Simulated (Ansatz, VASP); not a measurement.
**One calculation of Cd, two programs**

File INCAR:

```
ALGO = Normal ; EDIFF = 1E-7
ENCUT = 520 ; GGA = RP
ISIF = 2 ; ISMEAR = -1
LASPH = T ; LCHARG = T
LELF = T ; LREAL = F
LVHAR = T ; LWAVE = F
NBANDS = 32 ; NELM = 60
PREC = Accurate ; SIGMA = 0.1
```

Contents of KPOINTS:

```
k-points
0
Gamma
  13 13 4
```

File POSCAR:

```
Cd
1.0
    3.3344557377      0.0000000000      0.0000000000
   -1.6672278688      2.8877233766      0.0000000000
    0.0000000000      0.0000000000     10.9261640395
Cd
4
Direct
    0.0000000000      0.0000000000      0.0000000000
    0.0000000000      0.0000000000      0.5000000000
    0.3333333333      0.6666666667      0.2500000000
    0.6666666667      0.3333333333      0.7500000000
```

Input for Ansatz:

```yaml
crystal:
  lattice:
    - [3.3344557377, 0.0, 0.0]
    - [-1.6672278688, 2.8877233766, 0.0]
    - [0.0, 0.0, 10.9261640395]
  atoms:
    - { symbol: Cd, position: [0.0, 0.0, 0.0] }
    - { symbol: Cd, position: [0.0, 0.0, 0.5] }
    - { symbol: Cd, position: [0.3333333333, 0.6666666667, 0.25] }
    - { symbol: Cd, position: [0.6666666667, 0.3333333333, 0.75] }
hamiltonian:
  xc: rpbe
  pseudopotentials:
    kind: paw
    azcp:
      Cd: "pseudopotentials/Cd.paw.azcp"
basis:
  ecutwfc: 420
  fft_grid_basis: typed
kpoints:
  mp_grid: { grid: [13, 13, 4], shift: [0, 0, 0] }
magnetization:
  spin_polarized: false
scf:
  occupations: { method: fermi_dirac, width: 0.1 }
  lower_state_search: "off"
output:
  stress: true
```

Alike in both runs: task single point; functional RPBE; k mesh 13 × 13 × 4; occupations fermi-dirac, width 0.1 eV; no spin polarisation.

|  | VASP | Ansatz |
| --- | --- | --- |
| version | VASP 6.6.1 | Ansatz 0.2.0 |
| potentials or method | VASP PAW PBE potentials, release 64 (Cd), cutoff 520 eV | plane waves (420 eV) with PAW, scalar-relativistic |
| valence electrons in the cell | 48 | 80 |

VASP gave:

```
pressure (GPa)                                                : -1.7
traceless stress, the component that is largest in VASP (GPa) : -0.05
```

Task: Estimate Ansatz's values.

Result: Pressure (GPa): -1.8; traceless stress, the component that is largest in VASP (GPa): -0.05.

VASP's potentials were made for PBE, not for RPBE. VASP's potentials hold 48 valence electrons a cell and Ansatz's 80, so a difference there can come from the potentials and not from the codes.
